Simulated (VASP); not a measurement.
# Al7BN8 (scan) (Fmm2) in VASP: notebook

The runs below take Al7BN8 (scan) through single point, with r2SCAN.

All numbers are computed with VASP 6.6.1; they aren't measurements. Logs are shortened: lines on timing, memory, paths and dates and some standing lists are left out, and cuts for length are marked.

## Step 1: The cell of the first run

The structure is orthorhombic, space group Fmm2 (No. 42). The conventional cell has a = 6.397 Å, b = 8.740 Å, c = 10.884 Å, α = 90.00°, β = 90.00°, γ = 90.00°. B (site symmetry mm2) has 3 N at 1.53 to 1.62 Å within 2.0 Å. Within 2.4 Å of Al (site symmetry m) lie 5 N at 1.80 to 2.19 Å. Within 2.4 Å of Al (site symmetry mm2) lie 5 N at 1.83 to 2.03 Å. Al (site symmetry 2) has 5 N at 1.82 to 2.20 Å within 2.4 Å. Al (site symmetry m) has 5 N at 1.83 to 2.25 Å within 2.4 Å. Within 2.4 Å of N (site symmetry m) lie 4 Al at 1.82 to 1.92 Å. N (site symmetry 2) has 5 Al at 1.85 to 2.19 Å within 2.5 Å. N (site symmetry m) has 1 B at 1.53 Å and 1 Al at 1.94 Å within 2.0 Å.

## Step 2: Single point, r2SCAN

POSCAR

```
Al7BN8
1.0
    3.1986430352      0.0000000000      4.3702348477
    3.1986430352      0.0000000000     -4.3702348477
   -3.1986430352      5.4419735886      0.0000000000
B Al N
1 7 8
Direct
    0.1633925916      0.1633925916      0.3267851833
    0.1637832959      0.1637832959      0.8350078301
    0.6695291296      0.6695291296      0.3390582592
    0.6712245342      0.6712245342      0.8350078301
    0.0869031244      0.5869031244      0.1738062488
    0.5869031244      0.0869031244      0.1738062488
    0.0734533182      0.5861944191      0.6596477373
    0.5861944191      0.0734533182      0.6596477373
    0.4434900168      0.8816309031      0.3251209199
    0.8816309031      0.4434900168      0.3251209199
    0.4166560321      0.9166560321      0.8333120642
    0.9166560321      0.4166560321      0.8333120642
    0.3036060572      0.3036060572      0.1895575038
    0.3125315126      0.3125315126      0.6250630251
    0.8859514466      0.8859514466      0.1895575038
    0.8380944622      0.8380944622      0.6761889243
```

INCAR.step1

```
SYSTEM = Al7BN8
PREC = Accurate
ENCUT = 520
ISMEAR = 0
SIGMA = 0.02
LREAL = Auto
LASPH = .TRUE.
NELM = 100
NBANDS = 46
GGA = PE
ALGO = Normal
EDIFF = 1E-4
LWAVE = .TRUE.
LCHARG = .FALSE.
```

INCAR.step2

```
SYSTEM = Al7BN8
PREC = Accurate
ENCUT = 520
EDIFF = 1E-6
ISMEAR = 0
SIGMA = 0.02
LREAL = Auto
LASPH = .TRUE.
NELM = 100
ALGO = Normal
ISIF = 2
LWAVE = .FALSE.
LCHARG = .FALSE.
METAGGA = R2SCAN
LMIXTAU = .TRUE.
NBANDS = 46
ISTART = 1
```

KPOINTS

```
regular mesh
0
G
  6 6 6
  0 0 0
```

Potentials or basis: VASP PAW PBE potentials, release 64 (B, Al, N).

Started as:

```sh
$ cat potpaw_PBE.64/B/POTCAR potpaw_PBE.64/Al/POTCAR potpaw_PBE.64/N/POTCAR > POTCAR
$ cp INCAR.step1 INCAR
$ mpirun -np 1 vasp_std > vasp.out
$ cp INCAR.step2 INCAR
$ mpirun -np 1 vasp_std > vasp.out
```

OUTCAR:

```text
SYSTEM = Al7BN8
   PREC = Accurate
   ENCUT = 520
   EDIFF = 1E-6
   ISMEAR = 0
   LREAL = Auto
   LASPH = .TRUE.
   NELM = 100
   ISIF = 2
   METAGGA = R2SCAN
   ISTART = 1

 ion  position               nearest neighbor table
   1  0.163  0.163  0.327-  15 1.53  13 1.53  14 1.62
   2  0.164  0.164  0.835-  16 1.80  13 1.94  14 1.98  12 2.19  11 2.19   7 2.82   8 2.82   6 2.86
                             5 2.86   8 2.93   7 2.93   3 3.13   4 3.15   3 3.19   4 3.25
   3  0.670  0.670  0.339-  16 1.83  10 1.92   9 1.92  15 2.03  13 2.03   8 2.75   7 2.75   6 2.85
                             5 2.85   6 2.85   5 2.85   4 3.13   2 3.13   4 3.19   2 3.19
   4  0.671  0.671  0.835-  16 1.80  15 1.94  14 1.98  12 2.19  11 2.19   8 2.82   7 2.82   6 2.86
                             5 2.86   8 2.93   7 2.93   3 3.13   2 3.15   3 3.19   2 3.25
   5  0.087  0.587  0.174-   9 1.82  10 1.82  12 1.85  15 2.20  13 2.20   3 2.85   3 2.85   4 2.86
                             2 2.86   8 3.09   7 3.09   6 3.20   6 3.20   7 3.22   8 3.22
   6  0.587  0.087  0.174-  10 1.82   9 1.82  11 1.85  15 2.20  13 2.20   3 2.85   3 2.85   4 2.86
                             2 2.86   8 3.09   7 3.09   5 3.20   5 3.20   8 3.22   7 3.22
   7  0.073  0.586  0.660-  10 1.83  11 1.86  12 1.86  16 2.13  14 2.25   3 2.75   2 2.82   4 2.82
                             4 2.93   2 2.93   6 3.09   5 3.09   8 3.20   8 3.20   5 3.22   6 3.22
   8  0.586  0.073  0.660-   9 1.83  12 1.86  11 1.86  16 2.13  14 2.25   3 2.75   2 2.82   4 2.82
                             4 2.93   2 2.93   6 3.09   5 3.09   7 3.20   7 3.20   6 3.22   5 3.22
   9  0.443  0.882  0.325-   5 1.82   6 1.82   8 1.83   3 1.92
  10  0.882  0.443  0.325-   6 1.82   5 1.82   7 1.83   3 1.92
  11  0.417  0.917  0.833-   6 1.85   7 1.86   8 1.86   4 2.19   2 2.19
  12  0.917  0.417  0.833-   5 1.85   8 1.86   7 1.86   4 2.19   2 2.19
  13  0.304  0.304  0.190-   1 1.53   2 1.94   3 2.03   5 2.20   6 2.20
  14  0.313  0.313  0.625-   1 1.62   4 1.98   2 1.98   7 2.25   8 2.25
  15  0.886  0.886  0.190-   1 1.53   4 1.94   3 2.03   5 2.20   6 2.20
  16  0.838  0.838  0.676-   2 1.80   4 1.80   3 1.83   7 2.13   8 2.13

  LATTYP: Found a face centered orthorhombic cell.
 ALAT       =     6.3972860704
 B/A-ratio  =     1.3662777620
 C/A-ratio  =     1.7013382015

  Lattice vectors:

 A1 = (   0.0000000000,   5.4419735886,  -4.3702348477)
 A2 = (   3.1986430352,   5.4419735886,   0.0000000000)
 A3 = (   3.1986430352,   0.0000000000,  -4.3702348477)

Analysis of symmetry for initial positions (statically):
=====================================================================
 Subroutine PRICEL returns:
 Original cell was already a primitive cell.

 Routine SETGRP: Setting up the symmetry group for a
 face centered orthorhombic supercell.

 Subroutine GETGRP returns: Found  4 space group operations
 (whereof  4 operations were pure point group operations)
 out of a pool of  8 trial point group operations.

The static configuration has the point symmetry C_2v.

Analysis of symmetry for dynamics (positions and initial velocities):
=====================================================================
 Subroutine PRICEL returns:
 Original cell was already a primitive cell.

 Routine SETGRP: Setting up the symmetry group for a
 face centered orthorhombic supercell.

 Subroutine GETGRP returns: Found  4 space group operations
 (whereof  4 operations were pure point group operations)
 out of a pool of  8 trial point group operations.

The dynamic configuration has the point symmetry C_2v.

 Subroutine INISYM returns: Found  4 space group operations
 (whereof  4 operations are pure point group operations),
 and found     1 'primitive' translations

----------------------------------------------------------------------------------------

                                     Primitive cell

  volume of cell :     152.1448

  direct lattice vectors                    reciprocal lattice vectors
     3.198643035  0.000000000  4.370234848     0.156316286  0.091878432  0.114410327
     3.198643035  0.000000000 -4.370234848     0.156316286  0.091878432 -0.114410327
    -3.198643035  5.441973589  0.000000000     0.000000000  0.183756864  0.000000000

  length of vectors
     5.415742783  5.415742783  6.312400004     0.214397180  0.214397180  0.183756864

  position of ions in fractional coordinates (direct lattice)
     0.163392592  0.163392592  0.326785183
     0.163783296  0.163783296  0.835007830
     0.669529130  0.669529130  0.339058259
     0.671224534  0.671224534  0.835007830
     0.086903124  0.586903124  0.173806249
     0.586903124  0.086903124  0.173806249
[... 8 lines left out ...]
     0.885951447  0.885951447  0.189557504
     0.838094462  0.838094462  0.676188924

  ion indices of the primitive-cell ions
   primitive index   ion index
                 1           1
                 2           2
                 3           3
                 4           4
                 5           5
                 6           6
[... 8 lines left out ...]
                15          15
                16          16

----------------------------------------------------------------------------------------

 KPOINTS: regular mesh

Automatic generation of k-mesh.
 Grid dimensions read from file:
 generate k-points for:    6    6    6

 Generating k-lattice:

  Cartesian coordinates                     Fractional coordinates (reciprocal lattice)
     0.026052714  0.015313072  0.019068388     0.166666667 -0.000000000  0.000000000
     0.026052714  0.015313072 -0.019068388    -0.000000000  0.166666667  0.000000000
     0.000000000  0.030626144  0.000000000     0.000000000  0.000000000  0.166666667

  Length of vectors
     0.035732863  0.035732863  0.030626144

  Shift w.r.t. Gamma in fractional coordinates (k-lattice)
     0.000000000  0.000000000  0.000000000

 Subroutine IBZKPT returns following result:
 ===========================================

 Found     46 irreducible k-points:

 Following reciprocal coordinates:
            Coordinates               Weight
  0.000000  0.000000  0.000000      1.000000
  0.166667 -0.000000  0.000000      8.000000
  0.333333 -0.000000 -0.000000      8.000000
  0.500000 -0.000000 -0.000000      4.000000
  0.166667  0.166667  0.000000      4.000000
  0.333333  0.166667 -0.000000      8.000000
[... 16 lines left out ...]
  0.333333  0.333333  0.166667      2.000000
 -0.333333  0.333333  0.166667      4.000000
 [... further k-points ...]
   k-points           NKPTS =     46   k-points in BZ     NKDIM =     46   number of bands    NBANDS=     46
   number of dos      NEDOS =    301   number of ions     NIONS =     16
   total plane-waves  NPLWV =  76800
   dimension x,y,z NGX =    40 NGY =   40 NGZ =   48
   dimension x,y,z NGXF=    80 NGYF=   80 NGZF=   96
   ions per type =               1   7   8
   NGX,Y,Z   is equivalent  to a cutoff of  12.28, 12.28, 12.64 a.u.
   NGXF,Y,Z  is equivalent  to a cutoff of  24.56, 24.56, 25.28 a.u.
 SYSTEM =  Al7BN8
   PREC   = accura    normal or accurate (medium, high low for compatibility)
   ISTART =      1    job   : 0-new  1-cont  2-samecut
   ICHARG =      0    charge: 1-file 2-atom 10-const
   ISPIN  =      1    spin polarized calculation?
   LNONCOLLINEAR =      F non collinear calculations
   LSORBIT =      F    spin-orbit coupling
   LASPH  =      T    aspherical Exc in radial PAW
   ENCUT  =  520.0 eV  38.22 Ry    6.18 a.u.  10.07 10.07 11.74*2*pi/ulx,y,z
   NELM   =    100;   NELMIN=  2; NELMDL=  0     # of ELM steps
   EDIFF  = 0.1E-05   stopping-criterion for ELM
   LREAL  =      T    real-space projection
   EDIFFG = 0.1E-04   stopping-criterion for IOM
   NSW    =      0    number of steps for IOM
   IBRION =     -1    ionic relax: 0-MD 1-quasi-New 2-CG
   NFREE  =      0    steps in history (QN), initial steepest desc. (CG)
   ISIF   =      2    stress and relaxation
   ISYM   =      2    0-nonsym 1-usesym 2-fastsym
   POTIM  = 0.5000    time-step for ionic-motion
   TEBEG  =    0.0;   TEEND  =   0.0 temperature during run
   PSTRESS=    0.0 pullay stress
   NELECT =      64.0000    total number of electrons
   NUPDOWN=      -1.0000    fix difference up-down
   EMIN   =  10.00;   EMAX   =-10.00  energy-range for DOS
   EFERMI =   0.00;   METHOD = LEGACY
   ISMEAR =     0;   SIGMA  =   0.02  broadening in eV -4-tet -1-fermi 0-gaus
   EFERMI_NEDOS =   21; number of points for ismear=-14 and -15
   IALGO  =     38    algorithm
   IMIX   =      4    mixing-type and parameters
     AMIX     =   0.40;   BMIX     =  1.00
     AMIX_MAG =   1.60;   BMIX_MAG =  1.00
  volume/ion in A,a.u.               =       9.51        64.17
  Fermi-wavevector in a.u.,A,eV,Ry     =   1.226636  2.318007 20.471826  1.504637
  Thomas-Fermi vector in A             =   2.361630
   LORBIT       =      0    0 simple, 1 ext, 2 COOP (PROOUT), +10 PAW based schemes
   METAGGA = R2SCAN    functional components
   LHFCALC =     F    Hartree Fock is set to
   AEXX    =    0.0000 exact exchange contribution
   IVDW    =     0    specifies the selected vdW correction
   LEPSILON=     F    determine dielectric tensor
   LRPA    =     F    only Hartree local field effects (RPA)
 non-spin polarized calculation
 Gauss-broadening in eV      SIGMA  =   0.02
  energy-cutoff  :      520.00
  volume of cell :      152.14
 maximum number of plane-waves:      4124
   NGX = 21   NGY = 21   NGZ = 23

 number of electron      63.9999999 magnetization

 Free energy of the ion-electron system (eV)
  ---------------------------------------------------
  ext. energy  EPLUGINS =         0.00000000
  ---------------------------------------------------
  free energy    TOTEN  =      -149.42459295 eV

  energy without entropy =     -149.42459295  energy(sigma->0) =     -149.42459295

 E-fermi :   7.7981     XC(G=0): -11.8162

 val. band max:        7.6250140785   @ k =   0.0000   0.0000   0.0000
 cond. band min:      10.0696557541   @ k =   0.0000   0.0000   0.0000
 fundamental gap:      2.4446416756
 Fermi energy:         7.7981252818

 k-point     1 :       0.0000    0.0000    0.0000
  band No.  band energies     occupation
      1     -10.3242      2.00000
      2      -8.2699      2.00000
      3      -7.7480      2.00000
      4      -7.6361      2.00000
      5      -7.5452      2.00000
      6      -7.4768      2.00000
[... 36 lines left out ...]
     43      15.9690      0.00000
     44      16.3137      0.00000

 k-point     2 :       0.1667   -0.0000    0.0000
  band No.  band energies     occupation
      1     -10.2006      2.00000
      2      -8.2995      2.00000
      3      -7.9554      2.00000
      4      -7.7750      2.00000
      5      -7.5094      2.00000
      6      -7.4452      2.00000
[... 36 lines left out ...]
     43      16.0025      0.00000
     44      16.6905      0.00000

 k-point     3 :       0.3333   -0.0000   -0.0000
  band No.  band energies     occupation
      1      -9.8450      2.00000
      2      -8.6259      2.00000
      3      -8.1997      2.00000
      4      -7.9570      2.00000
      5      -7.5418      2.00000
      6      -7.3297      2.00000
[... 976 lines left out ...]
     43      16.1734      0.00000
     44      16.4052      0.00000

 k-point    24 :      -0.3333    0.3333    0.1667
  band No.  band energies     occupation
      1      -9.6701      2.00000
      2      -8.4055      2.00000
      3      -8.1581      2.00000
      4      -8.0861      2.00000
      5      -7.9012      2.00000
      6      -7.3106      2.00000
[... 36 lines left out ...]
     43      16.0629      0.00000
     44      16.8656      0.00000

 [... further k-points ...]

 [bands above 44 left out]

------------------------ aborting loop because EDIFF is reached ----------------------------------------

  FORCE on cell =-STRESS in cart. coord.  units (eV):
  Direction    XX          YY          ZZ          XY          YZ          ZX
  --------------------------------------------------------------------------------------
  -------------------------------------------------------------------------------------
  Total       -0.2060271     -0.2087248     -0.6466416      0.0000000      0.0000000      0.0000000
  in kB       -2.1695909     -2.1980002     -6.8095322      0.0000000      0.0000000      0.0000000
  external PRESSURE =      -3.7257078 kB  Pullay stress =       0.0000000 kB

 VOLUME and BASIS-vectors are now :
 -----------------------------------------------------------------------------
  energy-cutoff  :      520.00
  volume of cell :      152.14
      direct lattice vectors                 reciprocal lattice vectors
     3.198643035  0.000000000  4.370234848     0.156316286  0.091878432  0.114410327
     3.198643035  0.000000000 -4.370234848     0.156316286  0.091878432 -0.114410327
    -3.198643035  5.441973589  0.000000000     0.000000000  0.183756864  0.000000000

 POSITION                                       TOTAL-FORCE (eV/Angst)
 -----------------------------------------------------------------------------------
     -0.00000      1.77836      0.00000         0.000000      0.009621     -0.000000
     -1.62312      4.54409      0.00000         0.012143      0.006526     -0.000000
      3.19864      1.84515      0.00000         0.000000      0.005238     -0.000000
      1.62312      4.54409      0.00000        -0.012143      0.006526     -0.000000
      1.59932      0.94585     -2.18512         0.000000     -0.017434     -0.000000
      1.59932      0.94585      2.18512        -0.000000     -0.017434      0.000000
[... 8 lines left out ...]
      5.06136      1.03157      0.00000        -0.054828     -0.021475     -0.000000
      3.19864      3.67980      0.00000         0.000000     -0.011216     -0.000000
 -----------------------------------------------------------------------------------
    total drift:                               -0.001364     -0.012028      0.000000

  FREE ENERGIE OF THE ION-ELECTRON SYSTEM (eV)
  ---------------------------------------------------
  free  energy   TOTEN  =      -149.4245929452 eV

  energy  without entropy=     -149.4245929452  energy(sigma->0) =     -149.42459295
```

Run time: 10 min. Hardware: 1 thread of Intel Xeon 6975P-C (Granite Rapids), shared host; peak memory 0.39 GiB.

Results:

```yaml
Free_energy: -149.4246 eV
Pressure: -0.4 GPa
Largest_force: 0.059 eV/Å
Band_gap_on_the_k_mesh: 2.44 eV, direct
```

Forces in eV/Å, atoms in the order of the input:
```
B    0.000  0.010  0.000
Al   0.012  0.007  0.000
Al   0.000  0.005  0.000
Al  -0.012  0.007  0.000
Al   0.000 -0.017  0.000
Al   0.000 -0.017  0.000
Al   0.000  0.007 -0.012
Al   0.000  0.007  0.012
N    0.000 -0.002 -0.008
N    0.000 -0.002  0.008
N    0.000  0.000  0.000
N    0.000  0.000  0.000
N    0.055 -0.021  0.000
N    0.000  0.052  0.000
N   -0.055 -0.021  0.000
N    0.000 -0.011  0.000
```

Stress tensor (GPa, compression positive):
```
-0.22  0.00  0.00
 0.00 -0.22  0.00
 0.00  0.00 -0.68
```

Caveat: the PAW data sets were made with another functional, which shifts forces and pressure a little. A k mesh can miss the band edges.

## Step 3: Single point, r2SCAN

POSCAR

```
Al7BN8
1.0
    3.1975607249      0.0000000000      4.3685930762
    3.1975607249      0.0000000000     -4.3685930762
   -3.1975607249      5.4439111772      0.0000000000
B Al N
1 7 8
Direct
    0.1634365114      0.1634365114      0.3268730228
    0.1638122538      0.1638122538      0.8349429178
    0.6694723478      0.6694723478      0.3389446955
    0.6711306641      0.6711306641      0.8349429178
    0.0869097274      0.5869097274      0.1738194548
    0.5869097274      0.0869097274      0.1738194548
    0.0732454986      0.5864169201      0.6596624187
    0.5864169201      0.0732454986      0.6596624187
    0.4434833254      0.8819595860      0.3254429114
    0.8819595860      0.4434833254      0.3254429114
    0.4167525771      0.9167525771      0.8335051543
    0.9167525771      0.4167525771      0.8335051543
    0.3035938814      0.3035938814      0.1893426021
    0.3123587932      0.3123587932      0.6247175864
    0.8857487208      0.8857487208      0.1893426021
    0.8380168885      0.8380168885      0.6760337770
```

INCAR.step1

```
SYSTEM = Al7BN8
PREC = Accurate ; ENCUT = 520
ISMEAR = 0 ; SIGMA = 0.1
LREAL = Auto ; LASPH = .TRUE.
NELM = 100 ; NBANDS = 46
GGA = PE ; ALGO = Normal
EDIFF = 1E-4 ; LWAVE = .TRUE.
LCHARG = .FALSE.
```

INCAR.step2

```
SYSTEM = Al7BN8
PREC = Accurate ; ENCUT = 520
EDIFF = 1E-6 ; ISMEAR = 0
SIGMA = 0.1 ; LREAL = Auto
LASPH = .TRUE. ; NELM = 100
ALGO = Normal ; ISIF = 2
LWAVE = .FALSE. ; LCHARG = .FALSE.
METAGGA = R2SCAN ; LMIXTAU = .TRUE.
NBANDS = 46 ; ISTART = 1
```

KPOINTS

```
regular mesh
0
G
  4 4 4
  0 0 0
```

Potentials or basis: VASP PAW PBE potentials, release 64 (B, Al, N).

Started as:

```sh
$ cat potpaw_PBE.64/B/POTCAR potpaw_PBE.64/Al/POTCAR potpaw_PBE.64/N/POTCAR > POTCAR
$ cp INCAR.step1 INCAR
$ mpirun -np 1 vasp_std > vasp.out
$ cp INCAR.step2 INCAR
$ mpirun -np 1 vasp_std > vasp.out
```

Wall time 4.8 min (1 thread of Intel Xeon 6975P-C (Granite Rapids), shared host); peak memory 0.33 GiB.

It converged, with:

```yaml
Free_energy: -149.4245 eV
Pressure: -0.3 GPa
Largest_force: 0.071 eV/Å
Band_gap_on_the_k_mesh: 2.44 eV, direct
```

Forces in eV/Å, atoms in the order of the input:
```
B    0.000 -0.002  0.000
Al   0.019  0.006  0.000
Al   0.000  0.005  0.000
Al  -0.019  0.006  0.000
Al   0.000 -0.007  0.000
Al   0.000 -0.007  0.000
Al   0.000  0.022  0.005
Al   0.000  0.022 -0.005
N    0.000 -0.029  0.006
N    0.000 -0.029 -0.006
N    0.000 -0.013  0.000
N    0.000 -0.013  0.000
N    0.052 -0.014  0.000
N    0.000  0.071  0.000
N   -0.052 -0.014  0.000
N    0.000 -0.006  0.000
```

Stress tensor (GPa, compression positive):
```
-0.21  0.00  0.00
 0.00 -0.17  0.00
 0.00  0.00 -0.61
```

Levels at points of the mesh, in eV from the valence-band top:
| k point | band 29 | band 30 | band 31 | band 32 | band 33 | band 34 | band 35 | band 36 |
| --- | --- | --- | --- | --- | --- | --- | --- | --- |
| (0.00, 0.00, 0.00) | -1.53 | -1.48 | -1.39 | 0.00 | 2.44 | 4.75 | 5.32 | 5.57 |
| (0.50, 0.00, 0.00) | -1.47 | -1.26 | -0.98 | -0.66 | 3.53 | 5.33 | 6.19 | 6.45 |
| (0.50, 0.50, 0.00) | -1.96 | -1.81 | -1.63 | -1.31 | 2.94 | 4.93 | 5.43 | 6.12 |
| (0.00, 0.00, 0.50) | -1.05 | -0.98 | -0.98 | -0.63 | 3.62 | 5.28 | 5.91 | 6.65 |
| (0.50, 0.50, 0.50) | -2.01 | -1.98 | -1.94 | -1.77 | 4.08 | 5.71 | 6.32 | 6.39 |

Caveat: the PAW data sets were made with another functional, which shifts forces and pressure a little. r2SCAN opens gaps a little over a GGA but as a rule still falls short of measured ones.
